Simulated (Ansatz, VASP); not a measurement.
## Nb: VASP beside Ansatz

The input INCAR:

```
PREC = Accurate
ENCUT = 600
EDIFF = 1E-7
ISMEAR = -1
SIGMA = 0.1
LREAL = False
LASPH = True
NELM = 80
ALGO = Normal
ISIF = 3
LWAVE = False
LCHARG = False
GGA = B5
ALDAX = 1.0
AGGAX = 1.0
AGGAC = 1.0
ALDAC = 0.0
IBRION = 2
NSW = 80
EDIFFG = -0.01
```

Contents of KPOINTS:

```
Automatic mesh
0
Gamma
  12 12 12
```

Contents of POSCAR:

```
Nb
1.0
    2.6875991705      0.0000000000      0.0000000000
    0.0000000000      2.6875991705      0.0000000000
    0.0000000000      0.0000000000      2.6875991705
Nb
1
Direct
    0.0000000000      0.0000000000      0.0000000000
```

Input for Ansatz:

```yaml
crystal:
  lattice:
    - [2.6875991705, 0.0, 0.0]
    - [0.0, 2.6875991705, 0.0]
    - [0.0, 0.0, 2.6875991705]
  atoms:
    - { symbol: Nb, position: [0.0, 0.0, 0.0] }
hamiltonian:
  xc: blyp
  pseudopotentials:
    kind: paw
    azcp:
      Nb: "pseudopotentials/Nb.paw.azcp"
basis:
  ecutwfc: 420
  fft_grid_basis: typed
kpoints:
  mp_grid: { grid: [12, 12, 12], shift: [0, 0, 0] }
magnetization:
  spin_polarized: false
scf:
  occupations: { method: fermi_dirac, width: 0.1 }
relax:
  max_steps: 60
  f_tol: 0.01
  cell: {}
```

Alike in both runs: task relaxation of cell and atoms; functional BLYP; k mesh 12 × 12 × 12; occupations fermi-dirac, width 0.1 eV; no spin polarisation.

|  | VASP | Ansatz |
| --- | --- | --- |
| version | VASP 6.6.1 | Ansatz 0.2.0 |
| potentials or method | VASP PAW PBE potentials, release 64 (Nb_sv), cutoff 600 eV | plane waves (420 eV) with PAW, scalar-relativistic |
| valence electrons in the cell | 13 | 13 |

```csv
,VASP,Ansatz,Ansatz less VASP
relaxed volume (Å³/atom),21.07,21.07,-0.005
relaxed cell length with the largest relative difference (Å),2.762,2.762,-0.0002
```

VASP's potentials were made for PBE, not for BLYP.
